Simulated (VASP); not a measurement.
# Si2Mo: single point with PBEsol

The system is Si2Mo.

```
CELL_PARAMETERS angstrom
-1.56734 1.56734 3.85026
1.56734 -1.56734 3.85026
1.56734 1.56734 -3.85026
ATOMIC_POSITIONS crystal
Mo 0.00000 0.00000 0.00000
Si 0.66700 0.66700 0.00000
Si 0.33300 0.33300 0.00000
```

This cell differs from its parent crystal: volume scaled by 0.94.

```
Program             : VASP 6.6.1
Task                : single point
Functional          : PBEsol
Potentials or basis : VASP PAW PBE potentials, release 64 (Mo_sv, Si)
Cutoff              : 520 eV
k mesh              : 12 × 12 × 12
Occupations         : fermi-dirac, width 0.05 eV
Spin                : no spin polarisation
```

```
Pressure               : 12.7 GPa
Largest force          : 0.223 eV/Å
Band gap on the k mesh : zero (band 11 reaches 13.70 eV, above the bottom of band 12 at 12.63 eV)
```

Forces in eV/Å, atoms in the order of the input:
```
Mo   0.000  0.000  0.000
Si   0.000  0.000 -0.223
Si   0.000  0.000  0.223
```

Stress tensor (GPa, compression positive):
```
12.43  0.00  0.00
 0.00 12.43  0.00
 0.00  0.00 13.20
```

Levels at points of the mesh, in eV from the Fermi level:
```tsv
k point	band 8	band 9	band 10	band 11	band 12	band 13	band 14	band 15
(0.00, 0.00, 0.00)	-3.36	-2.84	-2.84	0.44	2.85	3.49	3.83	3.83
(0.50, 0.00, 0.00)	-4.65	-2.86	-2.70	-0.61	2.47	3.14	4.40	4.53
(0.50, 0.50, 0.00)	-5.23	-4.74	-3.34	-1.14	2.54	3.00	3.27	3.45
(0.50, 0.50, 0.50)	-2.49	-0.65	-0.65	-0.51	-0.51	0.60	4.89	5.92
```

It took 2.2 min on 1 thread of Intel(R) Xeon(R) Platinum 8375C CPU @ 2.90GHz (Ice Lake) (shared host), peak memory 0.27 GiB.

Caveat: the PAW data sets were made with another functional, which shifts forces and pressure a little.
